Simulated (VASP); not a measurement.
Here is a VASP 6.6.1 calculation.

File INCAR:

```
PREC = Accurate
ENCUT = 520
EDIFF = 1E-6
ISMEAR = 0
SIGMA = 0.15
LREAL = F
LASPH = T
NELM = 100
ALGO = Normal
ISIF = 2
LWAVE = F
LCHARG = F
GGA = PS
NBANDS = 16
```

File KPOINTS:

```
regular mesh
0
Gamma
  18 18 6
```

File POSCAR:

```
C
1.0
    1.1720581540     -2.1786926318      0.0000000000
    1.1720581540      2.1786926318      0.0000000000
    0.0000000000      0.0000000000      7.3778182888
C
4
Direct
    0.0833216498      0.9166783502      0.7498439858
    0.5833216498      0.4166783502      0.2501560142
    0.9166783502      0.0833216498      0.2501560142
    0.4166783502      0.5833216498      0.7498439858
```

Potentials or basis: VASP PAW PBE potentials, release 64 (C).

Run with:

```console
$ cat potpaw_PBE.64/C/POTCAR > POTCAR
$ mpirun -np 1 vasp_std > vasp.out
```

(1) Estimate the largest force.

(2) Estimate the band gap on the k mesh.

Results:

(1) 0.967 eV/Å.

(2) 0.46 eV.

Caveat: the cell differs from its parent crystal (normal strain along x -0.0467, normal strain along y +0.0233); the PAW data sets were made with another functional, which shifts forces and pressure a little.
